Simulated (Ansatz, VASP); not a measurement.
## KTaO3 in VASP and in Ansatz

INCAR

```
PREC = Accurate ; ENCUT = 520
EDIFF = 1E-7 ; ISMEAR = 0
SIGMA = 0.05 ; LREAL = False
LASPH = True ; NELM = 60
ALGO = Normal ; ISIF = 2
LWAVE = False ; LCHARG = True
GGA = PE ; LELF = True
LVHAR = True ; NBANDS = 27
```

KPOINTS

```
regular mesh
0
Gamma
  8 8 8
```

Contents of POSCAR:

```
KTaO3
1.0
    4.2987792651      0.0000000000      0.0000000000
    0.0000000000      4.2987792651      0.0000000000
    0.0000000000      0.0000000000      3.8104379405
K Ta O
1 1 3
Direct
    0.5000000000      0.5000000000      0.5000000000
    0.0000000000      0.0000000000      0.0000000000
    0.5000000000      0.0000000000      0.0000000000
    0.0000000000      0.5000000000      0.0000000000
    0.0000000000      0.0000000000      0.5000000000
```

Input for Ansatz:

```yaml
crystal:
  lattice:
    - [4.2987792651, 0.0, 0.0]
    - [0.0, 4.2987792651, 0.0]
    - [0.0, 0.0, 3.8104379405]
  atoms:
    - { symbol: K, position: [0.5, 0.5, 0.5] }
    - { symbol: Ta, position: [0.0, 0.0, 0.0] }
    - { symbol: O, position: [0.5, 0.0, 0.0] }
    - { symbol: O, position: [0.0, 0.5, 0.0] }
    - { symbol: O, position: [0.0, 0.0, 0.5] }
basis:
  ecutwfc: 520.0
kpoints:
  mp_grid: { grid: [8, 8, 8] }
hamiltonian:
  xc: pbe
scf:
  occupations: { method: gaussian, width: 0.05 }
output:
  forces: true
  stress: true
  eigenvalues: true
```

Alike in both runs: task single point; functional PBE; k mesh 8 × 8 × 8; occupations gaussian, width 0.05 eV; no spin polarisation.

|  | VASP | Ansatz |
| --- | --- | --- |
| version | VASP 6.6.1 | Ansatz 0.2.0 |
| potentials or method | VASP PAW PBE potentials, release 64 (K_sv, Ta_pv, O), cutoff 520 eV | scalar-relativistic, plane waves, PAW |
| valence electrons in the cell | 38 | 40 |

VASP gave:

| Property | Result |
| --- | --- |
| gap on the k mesh at the Fermi level (eV) | 1.70 |
| least direct gap on the mesh (eV) | 2.27 |
| pressure (GPa) | -7.3 |
| traceless stress, the component that is largest in VASP (GPa) | 25.10 |

Problem. Which values does Ansatz return?

Solution. gap on the k mesh at the Fermi level (eV): 1.74; least direct gap on the mesh (eV): 2.31; pressure (GPa): -7.7; traceless stress, the component that is largest in VASP (GPa): 24.71.

The functional is the same, so the differences come from potentials, cutoffs and numerics. VASP's potentials hold 38 valence electrons a cell and Ansatz's 40, so a difference there can come from the potentials and not from the codes.

Spin-orbit coupling is off throughout.
